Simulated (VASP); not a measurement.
# AlGa3N4 (P-43m) in VASP: further runs

Runs on AlGa3N4. Level: r2SCAN. Tasks: single point.

Program: VASP 6.6.1. These are calculated values, not measurements. Logs are shortened: lines on timing, memory, paths and dates and some standing lists are left out, and cuts for length are marked.

## (1) The cell of the first run

It takes space group P-43m (No. 215, cubic). The conventional cell has a = 4.465 Å, b = 4.465 Å, c = 4.465 Å, α = 90.00°, β = 90.00°, γ = 90.00°. Al (site symmetry -43m) has 4 N at 1.89 Å within 2.5 Å. Ga (site symmetry -42m) has 4 N at 1.95 Å within 2.6 Å. N (site symmetry 3m) has 1 Al at 1.89 Å and 3 Ga at 1.95 Å within 2.5 Å.

## (2) Single point, r2SCAN

POSCAR reads:

```
AlGa3N4
1.0
    4.4653444522      0.0000000000      0.0000000000
    0.0000000000      4.4653444522      0.0000000000
    0.0000000000      0.0000000000      4.4653444522
Al Ga N
1 3 4
Direct
    0.0000000000      0.0000000000      0.0000000000
    0.5000000000      0.5000000000      0.0000000000
    0.5000000000      0.0000000000      0.5000000000
    0.0000000000      0.5000000000      0.5000000000
    0.7553510553      0.7553510553      0.2446489447
    0.7553510553      0.2446489447      0.7553510553
    0.2446489447      0.7553510553      0.7553510553
    0.2446489447      0.2446489447      0.2446489447
```

INCAR.step1 reads:

```
SYSTEM = AlGa3N4
ALGO = Normal
EDIFF = 1E-4
ENCUT = 520
GGA = PE
ISMEAR = 0
LASPH = .True.
LCHARG = .False.
LREAL = .False.
LWAVE = .True.
NBANDS = 41
NELM = 60
PREC = Accurate
SIGMA = 0.02
```

INCAR.step2 reads:

```
SYSTEM = AlGa3N4
ALGO = Normal
EDIFF = 1E-6
ENCUT = 520
ISIF = 2
ISMEAR = 0
ISTART = 1
LASPH = .True.
LCHARG = .True.
LELF = .True.
LMIXTAU = .True.
LREAL = .False.
LVHAR = .True.
LWAVE = .False.
METAGGA = R2SCAN
NBANDS = 41
NELM = 60
PREC = Accurate
SIGMA = 0.02
```

KPOINTS reads:

```
k-points
0
Gamma
  6 6 6
  0 0 0
```

Potentials or basis: VASP PAW PBE potentials, release 64 (Al, Ga_d, N).

Launch:

```bash
$ cat potpaw_PBE.64/Al/POTCAR potpaw_PBE.64/Ga_d/POTCAR potpaw_PBE.64/N/POTCAR > POTCAR
$ cp INCAR.step1 INCAR
$ mpirun -np 1 vasp_std > vasp.out
$ cp INCAR.step2 INCAR
$ mpirun -np 1 vasp_std > vasp.out
```

OUTCAR:

```text
SYSTEM = AlGa3N4
   EDIFF = 1E-6
   ENCUT = 520
   ISIF = 2
   ISMEAR = 0
   ISTART = 1
   LASPH = .True.
   LREAL = .False.
   METAGGA = R2SCAN
   NELM = 60
   PREC = Accurate

 ion  position               nearest neighbor table
   1  0.000  0.000  0.000-   5 1.89   6 1.89   7 1.89   8 1.89
   2  0.500  0.500  0.000-   5 1.95   6 1.95   7 1.95   8 1.95
   3  0.500  0.000  0.500-   5 1.95   6 1.95   7 1.95   8 1.95
   4  0.000  0.500  0.500-   5 1.95   6 1.95   7 1.95   8 1.95
   5  0.755  0.755  0.245-   1 1.89   2 1.95   3 1.95   4 1.95
   6  0.755  0.245  0.755-   1 1.89   2 1.95   3 1.95   4 1.95
   7  0.245  0.755  0.755-   1 1.89   2 1.95   3 1.95   4 1.95
   8  0.245  0.245  0.245-   1 1.89   2 1.95   3 1.95   4 1.95

  LATTYP: Found a simple cubic cell.
 ALAT       =     4.4653444522

  Lattice vectors:

 A1 = (   4.4653444522,   0.0000000000,   0.0000000000)
 A2 = (   0.0000000000,   4.4653444522,   0.0000000000)
 A3 = (   0.0000000000,   0.0000000000,   4.4653444522)

Analysis of symmetry for initial positions (statically):
=====================================================================
 Subroutine PRICEL returns:
 Original cell was already a primitive cell.

 Routine SETGRP: Setting up the symmetry group for a
 simple cubic supercell.

 Subroutine GETGRP returns: Found 24 space group operations
 (whereof 24 operations were pure point group operations)
 out of a pool of 48 trial point group operations.

The static configuration has the point symmetry T_d .

Analysis of symmetry for dynamics (positions and initial velocities):
=====================================================================
 Subroutine PRICEL returns:
 Original cell was already a primitive cell.

 Routine SETGRP: Setting up the symmetry group for a
 simple cubic supercell.

 Subroutine GETGRP returns: Found 24 space group operations
 (whereof 24 operations were pure point group operations)
 out of a pool of 48 trial point group operations.

The dynamic configuration has the point symmetry T_d .

 Subroutine INISYM returns: Found 24 space group operations
 (whereof 24 operations are pure point group operations),
 and found     1 'primitive' translations

----------------------------------------------------------------------------------------

                                     Primitive cell

  volume of cell :      89.0358

  direct lattice vectors                    reciprocal lattice vectors
     4.465344452  0.000000000  0.000000000     0.223946889  0.000000000  0.000000000
     0.000000000  4.465344452  0.000000000     0.000000000  0.223946889  0.000000000
     0.000000000  0.000000000  4.465344452     0.000000000  0.000000000  0.223946889

  length of vectors
     4.465344452  4.465344452  4.465344452     0.223946889  0.223946889  0.223946889

  position of ions in fractional coordinates (direct lattice)
     0.000000000  0.000000000  0.000000000
     0.500000000  0.500000000  0.000000000
     0.500000000  0.000000000  0.500000000
     0.000000000  0.500000000  0.500000000
     0.755351055  0.755351055  0.244648945
     0.755351055  0.244648945  0.755351055
     0.244648945  0.755351055  0.755351055
     0.244648945  0.244648945  0.244648945

  ion indices of the primitive-cell ions
   primitive index   ion index
                 1           1
                 2           2
                 3           3
                 4           4
                 5           5
                 6           6
                 7           7
                 8           8

----------------------------------------------------------------------------------------

 KPOINTS: k-points

Automatic generation of k-mesh.
 Grid dimensions read from file:
 generate k-points for:    6    6    6

 Generating k-lattice:

  Cartesian coordinates                     Fractional coordinates (reciprocal lattice)
     0.037324482  0.000000000  0.000000000     0.166666667  0.000000000  0.000000000
     0.000000000  0.037324482  0.000000000     0.000000000  0.166666667  0.000000000
     0.000000000  0.000000000  0.037324482     0.000000000  0.000000000  0.166666667

  Length of vectors
     0.037324482  0.037324482  0.037324482

  Shift w.r.t. Gamma in fractional coordinates (k-lattice)
     0.000000000  0.000000000  0.000000000

 Subroutine IBZKPT returns following result:
 ===========================================

 Found     20 irreducible k-points:

 Following reciprocal coordinates:
            Coordinates               Weight
  0.000000  0.000000  0.000000      1.000000
  0.166667  0.000000  0.000000      6.000000
  0.333333  0.000000  0.000000      6.000000
  0.500000  0.000000  0.000000      3.000000
  0.166667  0.166667  0.000000     12.000000
  0.333333  0.166667  0.000000     24.000000
[... 12 lines left out ...]
  0.500000  0.500000  0.333333      6.000000
  0.500000  0.500000  0.500000      1.000000
   k-points           NKPTS =     20   k-points in BZ     NKDIM =     20   number of bands    NBANDS=     41
   number of dos      NEDOS =    301   number of ions     NIONS =      8
   total plane-waves  NPLWV =  46656
   dimension x,y,z NGX =    36 NGY =   36 NGZ =   36
   dimension x,y,z NGXF=    72 NGYF=   72 NGZF=   72
   ions per type =               1   3   4
   NGX,Y,Z   is equivalent  to a cutoff of  13.40, 13.40, 13.40 a.u.
   NGXF,Y,Z  is equivalent  to a cutoff of  26.81, 26.81, 26.81 a.u.
 SYSTEM =  AlGa3N4
   PREC   = accura    normal or accurate (medium, high low for compatibility)
   ISTART =      1    job   : 0-new  1-cont  2-samecut
   ICHARG =      0    charge: 1-file 2-atom 10-const
   ISPIN  =      1    spin polarized calculation?
   LNONCOLLINEAR =      F non collinear calculations
   LSORBIT =      F    spin-orbit coupling
   LASPH  =      T    aspherical Exc in radial PAW
   ENCUT  =  520.0 eV  38.22 Ry    6.18 a.u.   8.30  8.30  8.30*2*pi/ulx,y,z
   NELM   =     60;   NELMIN=  2; NELMDL=  0     # of ELM steps
   EDIFF  = 0.1E-05   stopping-criterion for ELM
   LREAL  =      F    real-space projection
   EDIFFG = 0.1E-04   stopping-criterion for IOM
   NSW    =      0    number of steps for IOM
   IBRION =     -1    ionic relax: 0-MD 1-quasi-New 2-CG
   NFREE  =      0    steps in history (QN), initial steepest desc. (CG)
   ISIF   =      2    stress and relaxation
   ISYM   =      2    0-nonsym 1-usesym 2-fastsym
   POTIM  = 0.5000    time-step for ionic-motion
   TEBEG  =    0.0;   TEEND  =   0.0 temperature during run
   PSTRESS=    0.0 pullay stress
   NELECT =      62.0000    total number of electrons
   NUPDOWN=      -1.0000    fix difference up-down
   EMIN   =  10.00;   EMAX   =-10.00  energy-range for DOS
   EFERMI =   0.00;   METHOD = LEGACY
   ISMEAR =     0;   SIGMA  =   0.02  broadening in eV -4-tet -1-fermi 0-gaus
   EFERMI_NEDOS =   21; number of points for ismear=-14 and -15
   IALGO  =     38    algorithm
   IMIX   =      4    mixing-type and parameters
     AMIX     =   0.40;   BMIX     =  1.00
     AMIX_MAG =   1.60;   BMIX_MAG =  1.00
  volume/ion in A,a.u.               =      11.13        75.11
  Fermi-wavevector in a.u.,A,eV,Ry     =   1.451055  2.742096 28.647877  2.105560
  Thomas-Fermi vector in A             =   2.568596
   LORBIT       =      0    0 simple, 1 ext, 2 COOP (PROOUT), +10 PAW based schemes
   METAGGA = R2SCAN    functional components
   LHFCALC =     F    Hartree Fock is set to
   AEXX    =    0.0000 exact exchange contribution
   IVDW    =     0    specifies the selected vdW correction
   LEPSILON=     F    determine dielectric tensor
   LRPA    =     F    only Hartree local field effects (RPA)
 non-spin polarized calculation
 Gauss-broadening in eV      SIGMA  =   0.02
  energy-cutoff  :      520.00
  volume of cell :       89.04
 maximum number of plane-waves:      2440
 NGX is ok and might be reduce to    36
   NGX = 17   NGY = 17   NGZ = 17

 number of electron      61.9999961 magnetization

 Free energy of the ion-electron system (eV)
  ---------------------------------------------------
  ext. energy  EPLUGINS =         0.00000000
  ---------------------------------------------------
  free energy    TOTEN  =       -84.86550777 eV

  energy without entropy =      -84.86550777  energy(sigma->0) =      -84.86550777

 E-fermi :   5.3440     XC(G=0): -12.3820

 val. band max:        5.1882847018   @ k =   0.0000   0.0000   0.0000
 cond. band min:       8.0057321342   @ k =   0.0000   0.0000   0.0000
 fundamental gap:      2.8174474324
 Fermi energy:         5.3439921071

 k-point     1 :       0.0000    0.0000    0.0000
  band No.  band energies     occupation
      1     -11.3054      2.00000
      2      -9.9135      2.00000
      3      -9.9135      2.00000
      4      -9.9135      2.00000
      5      -8.3164      2.00000
      6      -8.3164      2.00000
[... 33 lines left out ...]
     40      16.8076      0.00000
     41      16.8076      0.00000

 k-point     2 :       0.1667    0.0000    0.0000
  band No.  band energies     occupation
      1     -11.1935      2.00000
      2      -9.9666      2.00000
      3      -9.9160      2.00000
      4      -9.9160      2.00000
      5      -8.3195      2.00000
      6      -8.3123      2.00000
[... 33 lines left out ...]
     40      17.0338      0.00000
     41      17.0338      0.00000

 k-point     3 :       0.3333    0.0000    0.0000
  band No.  band energies     occupation
      1     -10.8909      2.00000
      2     -10.1477      2.00000
      3      -9.9209      2.00000
      4      -9.9209      2.00000
      5      -8.2950      2.00000
      6      -8.2950      2.00000
[... 699 lines left out ...]
      2     -10.1107      2.00000
      3     -10.1107      2.00000
      4     -10.0996      2.00000
      5      -8.3124      2.00000
      6      -8.3124      2.00000
[... 33 lines left out ...]
     40      16.1496      0.00000
     41      16.3194      0.00000

 k-point    20 :       0.5000    0.5000    0.5000
  band No.  band energies     occupation
      1     -10.2987      2.00000
      2     -10.1048      2.00000
      3     -10.1048      2.00000
      4     -10.1048      2.00000
      5      -8.3171      2.00000
      6      -8.3171      2.00000
[... 33 lines left out ...]
     40      15.8396      0.00000
     41      15.8396      0.00000

------------------------ aborting loop because EDIFF is reached ----------------------------------------

  FORCE on cell =-STRESS in cart. coord.  units (eV):
  Direction    XX          YY          ZZ          XY          YZ          ZX
  --------------------------------------------------------------------------------------
  -------------------------------------------------------------------------------------
  Total        0.3696178      0.3696178      0.3696178     -0.0000000      0.0000000      0.0000000
  in kB        6.6511782      6.6511782      6.6511782     -0.0000000      0.0000000      0.0000000
  external PRESSURE =       6.6511782 kB  Pullay stress =       0.0000000 kB

 VOLUME and BASIS-vectors are now :
 -----------------------------------------------------------------------------
  energy-cutoff  :      520.00
  volume of cell :       89.04
      direct lattice vectors                 reciprocal lattice vectors
     4.465344452  0.000000000  0.000000000     0.223946889  0.000000000  0.000000000
     0.000000000  4.465344452  0.000000000     0.000000000  0.223946889  0.000000000
     0.000000000  0.000000000  4.465344452     0.000000000  0.000000000  0.223946889

 POSITION                                       TOTAL-FORCE (eV/Angst)
 -----------------------------------------------------------------------------------
      0.00000      0.00000      0.00000        -0.000000      0.000000      0.000000
      2.23267      2.23267      0.00000        -0.000000      0.000000      0.000000
      2.23267      0.00000      2.23267        -0.000000      0.000000      0.000000
      0.00000      2.23267      2.23267        -0.000000      0.000000      0.000000
      3.37290      3.37290      1.09244         0.046445      0.046445     -0.046445
      3.37290      1.09244      3.37290         0.046445     -0.046445      0.046445
      1.09244      3.37290      3.37290        -0.046445      0.046445      0.046445
      1.09244      1.09244      1.09244        -0.046445     -0.046445     -0.046445
 -----------------------------------------------------------------------------------
    total drift:                               -0.000000     -0.000000     -0.000000

  FREE ENERGIE OF THE ION-ELECTRON SYSTEM (eV)
  ---------------------------------------------------
  free  energy   TOTEN  =       -84.8655077737 eV

  energy  without entropy=      -84.8655077737  energy(sigma->0) =      -84.86550777
```

Run time: 4.4 min. Hardware: 1 thread of AMD EPYC 7R43 (Zen 3), shared host; peak memory 0.21 GiB.

Results:

- Free energy: -84.8655 eV
- Pressure: 0.7 GPa
- Largest force: 0.080 eV/Å
- Band gap on the k mesh: 2.82 eV, direct

Forces on the atoms (eV/Å):
```
Al   0.000  0.000  0.000
Ga   0.000  0.000  0.000
Ga   0.000  0.000  0.000
Ga   0.000  0.000  0.000
N    0.046  0.046 -0.046
N    0.046 -0.046  0.046
N   -0.046  0.046  0.046
N   -0.046 -0.046 -0.046
```

Caveat: the PAW data sets were made with another functional, which shifts forces and pressure a little. r2SCAN opens gaps a little over a GGA but as a rule still falls short of measured ones.

(Continued in part 2 of 2.)
